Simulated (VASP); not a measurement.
**Br: single point with LDA**

The system is Br.

```
Br
1.0
     4.59764    0.00000    0.00000
     0.00000    4.59764    0.00000
     0.00000    0.00000    4.59764
Br
3
Direct
  0.49992 0.99770 0.00103
  0.00179 0.50066 0.99915
  0.99829 0.00164 0.49982
```

```
Program                : VASP 6.6.1
Task                   : single point
Functional             : LDA
Potentials or basis    : VASP PAW LDA potentials, release 64 (Br)
Cutoff                 : 500 eV
k mesh                 : 3 × 3 × 3
Occupations            : methfessel-paxton, width 0.05 eV
Spin                   : no spin polarisation
Dipole correction      : no
Further INCAR settings : ALGO = Normal; EDIFF = 1e-06; NBANDS = 18
```

```
Pressure               : -4.7 GPa
Largest force          : 0.022 eV/Å
Band gap on the k mesh : zero (an odd number of electrons rules out a gap without spin polarisation)
```

Forces in eV/Å, atoms in the order of the input:
```
Br   0.001  0.021 -0.009
Br  -0.014 -0.011  0.006
Br   0.013 -0.010  0.003
```

Levels at points of the mesh, in eV from the Fermi level:
```csv
k point,band 8,band 9,band 10,band 11,band 12,band 13,band 14,band 15
"(0.00, 0.00, 0.00)",-0.98,-0.98,0.31,0.31,0.31,4.76,6.99,8.00
```

Wall time 20 s on 1 thread of Intel Xeon 8259CL (shared host), peak memory 0.16 GiB.

Caveat: the k points lie up to 0.46 Å⁻¹ apart, too coarse for converged energies and pressures of a metal; an odd number of electrons without spin polarisation forces a metal; a magnetic or distorted state may lie lower.
